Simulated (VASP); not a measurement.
# Rb (Fm-3m) in VASP: notebook

Runs on Rb. Level: LDA. Tasks: single point, relaxation of cell and atoms.

All numbers are computed with VASP 6.6.1; they aren't measurements. Logs are shortened: lines on timing, memory, paths and dates and some standing lists are left out, and cuts for length are marked.

## 1. The cell of the first run

The structure is cubic, space group Fm-3m (No. 225). Conventional cell: a = 5.119 Å, b = 5.119 Å, c = 5.119 Å, α = 90.00°, β = 90.00°, γ = 90.00°. Within 4.8 Å of Rb (site symmetry m-3m) lie 12 Rb at 3.62 Å.

This isn't the form of Rb at room conditions, which is bcc.

## 2. Single point, LDA

INCAR reads:

```
SYSTEM = Rb
ALGO = Normal
EDIFF = 1E-6
ENCUT = 520
GGA = CA
ISIF = 2
ISMEAR = -1
LASPH = .True.
LCHARG = .True.
LELF = .True.
LREAL = .False.
LVHAR = .True.
LWAVE = .False.
NBANDS = 10
NELM = 80
PREC = Accurate
SIGMA = 0.1
```

KPOINTS reads:

```
k-points
0
Gamma
  13 13 13
  0 0 0
```

POSCAR reads:

```
Rb
1.0
    0.0000000000      2.5593600116      2.5593600116
    2.5593600116      0.0000000000      2.5593600116
    2.5593600116      2.5593600116      0.0000000000
Rb
1
Direct
    0.0000000000      0.0000000000      0.0000000000
```

Potentials or basis: VASP PAW LDA potentials, release 64 (Rb_sv).

Run with:

```bash
> cat potpaw_LDA.64/Rb_sv/POTCAR > POTCAR
> mpirun -np 1 vasp_std > vasp.out
```

OUTCAR:

```text
SYSTEM = Rb
   EDIFF = 1E-6
   ENCUT = 520
   GGA = CA
   ISIF = 2
   ISMEAR = -1
   LASPH = .True.
   LREAL = .False.
   NELM = 80
   PREC = Accurate

 ion  position               nearest neighbor table
   1  0.000  0.000  0.000-

  LATTYP: Found a face centered cubic cell.
 ALAT       =     5.1187200232

  Lattice vectors:

 A1 = (   0.0000000000,   2.5593600116,   2.5593600116)
 A2 = (   2.5593600116,   0.0000000000,   2.5593600116)
 A3 = (   2.5593600116,   2.5593600116,   0.0000000000)

Analysis of symmetry for initial positions (statically):
=====================================================================
 Subroutine PRICEL returns:
 Original cell was already a primitive cell.

 Routine SETGRP: Setting up the symmetry group for a
 face centered cubic supercell.

 Subroutine GETGRP returns: Found 48 space group operations
 (whereof 48 operations were pure point group operations)
 out of a pool of 48 trial point group operations.

The static configuration has the point symmetry O_h .

Analysis of symmetry for dynamics (positions and initial velocities):
=====================================================================
 Subroutine PRICEL returns:
 Original cell was already a primitive cell.

 Routine SETGRP: Setting up the symmetry group for a
 face centered cubic supercell.

 Subroutine GETGRP returns: Found 48 space group operations
 (whereof 48 operations were pure point group operations)
 out of a pool of 48 trial point group operations.

The dynamic configuration has the point symmetry O_h .

 Subroutine INISYM returns: Found 48 space group operations
 (whereof 48 operations are pure point group operations),
 and found     1 'primitive' translations

----------------------------------------------------------------------------------------

                                     Primitive cell

  volume of cell :      33.5293

  direct lattice vectors                    reciprocal lattice vectors
     0.000000000  2.559360012  2.559360012    -0.195361339  0.195361339  0.195361339
     2.559360012  0.000000000  2.559360012     0.195361339 -0.195361339  0.195361339
     2.559360012  2.559360012  0.000000000     0.195361339  0.195361339 -0.195361339

  length of vectors
     3.619481639  3.619481639  3.619481639     0.338375766  0.338375766  0.338375766

  position of ions in fractional coordinates (direct lattice)
     0.000000000  0.000000000  0.000000000

  ion indices of the primitive-cell ions
   primitive index   ion index
                 1           1

----------------------------------------------------------------------------------------

 KPOINTS: k-points

Automatic generation of k-mesh.
 Grid dimensions read from file:
 generate k-points for:   13   13   13

 Generating k-lattice:

  Cartesian coordinates                     Fractional coordinates (reciprocal lattice)
    -0.015027795  0.015027795  0.015027795     0.076923077  0.000000000  0.000000000
     0.015027795 -0.015027795  0.015027795     0.000000000  0.076923077  0.000000000
     0.015027795  0.015027795 -0.015027795     0.000000000  0.000000000  0.076923077

  Length of vectors
     0.026028905  0.026028905  0.026028905

  Shift w.r.t. Gamma in fractional coordinates (k-lattice)
     0.000000000  0.000000000  0.000000000

 Subroutine IBZKPT returns following result:
 ===========================================

 Found     84 irreducible k-points:

 Following reciprocal coordinates:
            Coordinates               Weight
  0.000000  0.000000  0.000000      1.000000
  0.076923  0.000000  0.000000      8.000000
  0.153846  0.000000  0.000000      8.000000
  0.230769  0.000000  0.000000      8.000000
  0.307692  0.000000  0.000000      8.000000
  0.384615  0.000000  0.000000      8.000000
[... 16 lines left out ...]
  0.384615  0.153846  0.000000     24.000000
  0.461538  0.153846  0.000000     24.000000
 [... further k-points ...]
   k-points           NKPTS =     84   k-points in BZ     NKDIM =     84   number of bands    NBANDS=     10
   number of dos      NEDOS =    301   number of ions     NIONS =      1
   total plane-waves  NPLWV =  21952
   dimension x,y,z NGX =    28 NGY =   28 NGZ =   28
   dimension x,y,z NGXF=    56 NGYF=   56 NGZF=   56
   ions per type =               1
   NGX,Y,Z   is equivalent  to a cutoff of  12.86, 12.86, 12.86 a.u.
   NGXF,Y,Z  is equivalent  to a cutoff of  25.72, 25.72, 25.72 a.u.
 SYSTEM =  Rb
   PREC   = accura    normal or accurate (medium, high low for compatibility)
   ISTART =      0    job   : 0-new  1-cont  2-samecut
   ICHARG =      2    charge: 1-file 2-atom 10-const
   ISPIN  =      1    spin polarized calculation?
   LNONCOLLINEAR =      F non collinear calculations
   LSORBIT =      F    spin-orbit coupling
   LASPH  =      T    aspherical Exc in radial PAW
   ENCUT  =  520.0 eV  38.22 Ry    6.18 a.u.   6.73  6.73  6.73*2*pi/ulx,y,z
   NELM   =     80;   NELMIN=  2; NELMDL= -5     # of ELM steps
   EDIFF  = 0.1E-05   stopping-criterion for ELM
   LREAL  =      F    real-space projection
   EDIFFG = 0.1E-04   stopping-criterion for IOM
   NSW    =      0    number of steps for IOM
   IBRION =     -1    ionic relax: 0-MD 1-quasi-New 2-CG
   NFREE  =      0    steps in history (QN), initial steepest desc. (CG)
   ISIF   =      2    stress and relaxation
   ISYM   =      2    0-nonsym 1-usesym 2-fastsym
   POTIM  = 0.5000    time-step for ionic-motion
   TEBEG  =    0.0;   TEEND  =   0.0 temperature during run
   PSTRESS=    0.0 pullay stress
   NELECT =       9.0000    total number of electrons
   NUPDOWN=      -1.0000    fix difference up-down
   EMIN   =  10.00;   EMAX   =-10.00  energy-range for DOS
   EFERMI =   0.00;   METHOD = LEGACY
   ISMEAR =    -1;   SIGMA  =   0.10  broadening in eV -4-tet -1-fermi 0-gaus
   EFERMI_NEDOS =   21; number of points for ismear=-14 and -15
   IALGO  =     38    algorithm
   IMIX   =      4    mixing-type and parameters
     AMIX     =   0.40;   BMIX     =  1.00
     AMIX_MAG =   1.60;   BMIX_MAG =  1.00
  volume/ion in A,a.u.               =      33.53       226.27
  Fermi-wavevector in a.u.,A,eV,Ry     =   1.056041  1.995629 15.173537  1.115223
  Thomas-Fermi vector in A             =   2.191262
   LORBIT       =      0    0 simple, 1 ext, 2 COOP (PROOUT), +10 PAW based schemes
   GGA     = CA    functional components
   LHFCALC =     F    Hartree Fock is set to
   AEXX    =    0.0000 exact exchange contribution
   IVDW    =     0    specifies the selected vdW correction
   LEPSILON=     F    determine dielectric tensor
   LRPA    =     F    only Hartree local field effects (RPA)
 non-spin polarized calculation
  energy-cutoff  :      520.00
  volume of cell :       33.53
 maximum number of plane-waves:       918
   NGX = 13   NGY = 13   NGZ = 13

 number of electron       9.0000000 magnetization

 Free energy of the ion-electron system (eV)
  ---------------------------------------------------
  ext. energy  EPLUGINS =         0.00000000
  ---------------------------------------------------
  free energy    TOTEN  =        -0.19436825 eV

  energy without entropy =       -0.15953534  energy(sigma->0) =       -0.17695180

 E-fermi :   3.4253     XC(G=0):  -8.9247

 val. band max:        3.4201596646   @ k =   0.4615   0.3077   0.0769
 cond. band min:       3.4316059077   @ k =  -0.3077   0.1538   0.0000
 fundamental gap:      0.0114462431
 Fermi energy:         3.4253337242

 k-point     1 :       0.0000    0.0000    0.0000
  band No.  band energies     occupation
      1     -25.7528      2.00000
      2      -9.0370      2.00000
      3      -9.0370      2.00000
      4      -9.0370      2.00000
      5       0.3848      2.00000
      6       7.4900      0.00000
      7       7.4900      0.00000
      8       7.4900      0.00000
      9      10.4477      0.00000
     10      10.4477      0.00000

 k-point     2 :       0.0769    0.0000    0.0000
  band No.  band energies     occupation
      1     -25.7384      2.00000
      2      -9.1615      2.00000
      3      -9.0494      2.00000
      4      -9.0494      2.00000
      5       0.5903      2.00000
      6       7.2041      0.00000
      7       7.5787      0.00000
      8       7.5787      0.00000
      9      10.2515      0.00000
     10      10.2515      0.00000

 k-point     3 :       0.1538    0.0000    0.0000
  band No.  band energies     occupation
      1     -25.6982      2.00000
      2      -9.4873      2.00000
      3      -9.0833      2.00000
      4      -9.0833      2.00000
      5       1.1403      2.00000
      6       6.6289      0.00000
      7       7.7605      0.00000
      8       7.7605      0.00000
      9       9.9364      0.00000
     10       9.9364      0.00000

 k-point     4 :       0.2308    0.0000    0.0000
  band No.  band energies     occupation
      1     -25.6405      2.00000
      2      -9.9084      2.00000
      3      -9.1303      2.00000
      4      -9.1303      2.00000
      5       1.8580      2.00000
      6       6.1429      0.00000
      7       7.7717      0.00000
      8       7.7717      0.00000
      9      10.0216      0.00000
     10      10.0216      0.00000
[... 222 lines left out ...]
 k-point    22 :       0.3077    0.1538    0.0000
  band No.  band energies     occupation
      1     -25.5818      2.00000
      2     -10.0881      2.00000
      3      -9.2946      2.00000
      4      -9.2930      2.00000
      5       2.5952      1.99950
      6       5.5202      0.00000
      7       6.9304      0.00000
      8       8.3324      0.00000
      9       9.5107      0.00000
     10      11.4536      0.00000

 k-point    23 :       0.3846    0.1538    0.0000
  band No.  band energies     occupation
      1     -25.5272      2.00000
      2     -10.3974      2.00000
      3      -9.3783      2.00000
      4      -9.3311      2.00000
      5       3.1608      1.86740
      6       5.4459      0.00000
      7       6.5515      0.00000
      8       8.1114      0.00000
      9      10.4897      0.00000
     10      12.2275      0.00000

 k-point    24 :       0.4615    0.1538    0.0000
  band No.  band energies     occupation
      1     -25.4858      2.00000
      2     -10.6139      2.00000
      3      -9.4649      2.00000
      4      -9.3403      2.00000
      5       3.4850      0.71034
      6       5.4115      0.00000
      7       6.6426      0.00000
      8       7.8528      0.00000
      9      11.4583      0.00000
     10      12.8540      0.00000

 [... further k-points ...]

------------------------ aborting loop because EDIFF is reached ----------------------------------------

  FORCE on cell =-STRESS in cart. coord.  units (eV):
  Direction    XX          YY          ZZ          XY          YZ          ZX
  --------------------------------------------------------------------------------------
  -------------------------------------------------------------------------------------
  Total        2.3133062      2.3133062      2.3133062      0.0000000     -0.0000000      0.0000000
  in kB      110.5400269    110.5400269    110.5400269      0.0000000     -0.0000000      0.0000000
  external PRESSURE =     110.5400269 kB  Pullay stress =       0.0000000 kB

 VOLUME and BASIS-vectors are now :
 -----------------------------------------------------------------------------
  energy-cutoff  :      520.00
  volume of cell :       33.53
      direct lattice vectors                 reciprocal lattice vectors
     0.000000000  2.559360012  2.559360012    -0.195361339  0.195361339  0.195361339
     2.559360012  0.000000000  2.559360012     0.195361339 -0.195361339  0.195361339
     2.559360012  2.559360012  0.000000000     0.195361339  0.195361339 -0.195361339

 POSITION                                       TOTAL-FORCE (eV/Angst)
 -----------------------------------------------------------------------------------
      0.00000      0.00000      0.00000         0.000000      0.000000      0.000000
 -----------------------------------------------------------------------------------
    total drift:                                0.000000     -0.000000     -0.000000

  FREE ENERGIE OF THE ION-ELECTRON SYSTEM (eV)
  ---------------------------------------------------
  free  energy   TOTEN  =        -0.1943682524 eV

  energy  without entropy=       -0.1595353414  energy(sigma->0) =       -0.17695180
```

It took 9.2 s on 1 thread of Intel Xeon 6975P-C (Granite Rapids), shared host; peak memory 0.15 GiB.

Results:

* Free energy: -0.1944 eV
* Pressure: 11.1 GPa
* Band gap on the k mesh: zero (an odd number of electrons rules out a gap without spin polarisation)

Levels at points of the mesh, in eV from the Fermi level:
| k point | band 1 | band 2 | band 3 | band 4 | band 5 | band 6 | band 7 | band 8 | band 9 | band 10 |
| --- | --- | --- | --- | --- | --- | --- | --- | --- | --- | --- |
| (0.00, 0.00, 0.00) | -29.18 | -12.46 | -12.46 | -12.46 | -3.04 | 4.06 | 4.06 | 4.06 | 7.02 | 7.02 |

Caveat: the cell stands under pressure.

## 3. Single point, LDA

INCAR reads:

```
PREC     = Accurate       # precision mode
ENCUT    = 520            # plane-wave cutoff, eV
EDIFF    = 1E-6           # SCF threshold, eV
ISMEAR   = -1             # smearing method
SIGMA    = 0.1            # smearing width, eV
LREAL    = F              # projectors in reciprocal space
LASPH    = T              # aspherical terms in the spheres
NELM     = 100            # most SCF steps
ALGO     = Normal         # electronic algorithm
ISIF     = 2              # what is computed and relaxed
LWAVE    = F              # write WAVECAR
LCHARG   = F              # write CHGCAR
GGA      = CA             # functional
NBANDS   = 10             # bands
```

KPOINTS reads:

```
Automatic mesh
0
Gamma
  13 13 13
```

POSCAR is that of step 2.

Potentials or basis: VASP PAW LDA potentials, release 64 (Rb_sv).

Run with:

```bash
> cat potpaw_LDA.64/Rb_sv/POTCAR > POTCAR
> mpirun -np 1 vasp_std > vasp.out
```

It took 9.5 s on 1 thread of Intel Xeon 6975P-C (Granite Rapids), shared host; peak memory 0.15 GiB.

It converged, with:

* Free energy: -0.1944 eV
* Pressure: 11.1 GPa
* Band gap on the k mesh: zero (an odd number of electrons rules out a gap without spin polarisation)

Levels at points of the mesh, in eV from the Fermi level:
| k point | band 3 | band 4 | band 5 | band 6 | band 7 | band 8 |
| --- | --- | --- | --- | --- | --- | --- |
| (0.00, 0.00, 0.00) | -12.46 | -12.46 | -3.04 | 4.06 | 4.06 | 4.06 |

Caveat: the cell stands under pressure.

## 4. Relaxation of cell and atoms, LDA, target pressure 11 GPa, at which the enthalpy is minimised

This run uses another cell than the first one, of 33.02 Å³/atom.

INCAR reads:

```
SYSTEM = Rb
PREC     = Accurate       ! precision mode
ENCUT    = 600            ! plane-wave cutoff, eV
EDIFF    = 1E-6           ! SCF threshold, eV
ISMEAR   = -1             ! smearing method
SIGMA    = 0.1            ! smearing width, eV
LREAL    = .False.        ! projectors in reciprocal space
LASPH    = .True.         ! aspherical terms in the spheres
NELM     = 80             ! most SCF steps
ALGO     = Normal         ! electronic algorithm
ISIF     = 3              ! what is computed and relaxed
LWAVE    = .False.        ! write WAVECAR
LCHARG   = .False.        ! write CHGCAR
GGA      = CA             ! functional
IBRION   = 2              ! ionic algorithm
NSW      = 60             ! ionic steps
EDIFFG   = -0.005         ! ionic threshold
PSTRESS  = 110.0
```

KPOINTS reads:

```
regular mesh
0
Gamma
  13 13 13
  0 0 0
```

POSCAR reads:

```
Rb
1.0
    0.0000000000      2.5463278170      2.5463278170
    2.5463278170      0.0000000000      2.5463278170
    2.5463278170      2.5463278170      0.0000000000
Rb
1
Direct
    0.0000000000      0.0000000000      0.0000000000
```

Run with:

```bash
> cat potpaw_LDA.64/Rb_sv/POTCAR > POTCAR
> mpirun -np 1 vasp_std > vasp.out
```

Run time: 23 s. Hardware: 1 thread of Intel Xeon 6975P-C (Granite Rapids), shared host; peak memory 0.16 GiB.

Results (log left out):

* Free energy: -0.1980 eV
* Relaxed volume: 33.58 Å³/atom
* Relaxed cell: a = 3.621 Å, b = 3.621 Å, c = 3.621 Å, α = 60.00°, β = 60.00°, γ = 60.00°
* Space group after relaxing (to 0.1 Å): Fm-3m (No. 225)
* Energy change on relaxing (the run minimises the enthalpy): -39.4 meV/atom
* Ionic steps: 3
* Pressure after relaxing: 11.0 GPa
* Band gap on the k mesh: zero (an odd number of electrons rules out a gap without spin polarisation)

Step by step:
```csv
step,energy change (eV),largest force (eV/Å),pressure (GPa),volume (Å³)
1,0.0000,0.0000,11.50,33.02
2,-0.0349,0.0000,11.05,33.52
3,-0.0394,0.0000,11.00,33.58
```

Final structure:
```
Rb
1.0
     0.00000    2.56068    2.56068
     2.56068    0.00000    2.56068
     2.56068    2.56068    0.00000
Rb
1
Cartesian
  0.0000 0.0000 0.0000
```

Levels at points of the mesh, in eV from the Fermi level:
| k point | band 2 | band 3 | band 4 | band 5 | band 6 | band 7 | band 8 |
| --- | --- | --- | --- | --- | --- | --- | --- |
| (0.00, 0.00, 0.00) | -12.46 | -12.46 | -12.46 | -3.04 | 4.06 | 4.06 | 4.06 |

Caveat: the cell is relaxed towards a set pressure, so the run minimises the enthalpy, not the energy.

(Continued in part 2 of 2.)
